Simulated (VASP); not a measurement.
## GaCo: single point with PBE

Crystal: GaCo.

```
Ga Co
1.0
     2.87800    0.00000    0.00000
     0.00000    2.87800    0.00000
     0.00000    0.00000    2.87800
Ga Co
1 1
Direct
  0.50000 0.50000 0.50000
  0.00000 0.00000 0.00000
```

| Item | Value |
| --- | --- |
| Program | VASP 6.6.1 |
| Task | single point |
| Functional | PBE |
| Potentials or basis | VASP PAW PBE potentials, release 64 (Ga_d, Co) |
| Cutoff | 520 eV |
| k mesh | 8 × 8 × 8 |
| Occupations | fermi-dirac, width 0.05 eV |
| Spin | collinear spin, ferromagnetic start |
| Starting moments | [0.0, 1.0] μB |
| Fixed moment | 1 μB |
| Dipole correction | no |
| Further INCAR settings | ALGO = Normal; EDIFF = 1e-06; NBANDS = 22 |

| Property | Result |
| --- | --- |
| Pressure | 5.6 GPa |
| Net moment | 1.00 μB per cell |
| Site moments | Ga -0.01; Co +1.01 μB |
| Valence electrons inside the program's atomic spheres | Ga 11.80; Co 8.34 |

Run time: 29 s on 1 thread of Intel(R) Xeon(R) Platinum 8259CL CPU @ 2.50GHz (Skylake/Cascade Lake) (shared host), peak memory 0.16 GiB.

Caveat: the cell stands under pressure; the total moment is fixed, so each spin has its own Fermi level.
